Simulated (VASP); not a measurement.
## Hf: single point with LDA

Sheet: Hf, a sheet with vacuum.

```
Hf
1.0
     2.93352    0.00000    0.00000
    -1.46676    2.54050    0.00000
     0.00000    0.00000   23.80000
Hf
1
Direct
  0.00000 0.00000 0.29412
```

| Item | Value |
| --- | --- |
| Program | VASP 6.6.1 |
| Task | single point |
| Functional | LDA |
| Potentials or basis | VASP PAW LDA potentials, release 64 (Hf_pv) |
| Cutoff | 520 eV |
| k mesh | 10 × 10 × 1 |
| Occupations | fermi-dirac, width 0.05 eV |
| Spin | no spin polarisation |

- Band gap on the k mesh: zero (band 5 reaches -3.20 eV, above the bottom of band 6 at -3.71 eV)

Levels at points of the mesh, in eV from the Fermi level:
```csv
k point,band 2,band 3,band 4,band 5,band 6,band 7,band 8,band 9
"(0.00, 0.00, 0.00)",-29.78,-29.78,-5.49,-0.40,0.29,1.76,1.76,4.22
"(0.50, 0.00, 0.00)",-30.42,-30.07,-2.79,-1.00,2.15,2.82,3.96,6.06
```

It took 45 s on 1 thread of AMD EPYC 9R45 (Zen 5) (shared host), peak memory 0.2 GiB.

Caveat: spin-orbit coupling is left out, which moves the levels of the heavy elements.
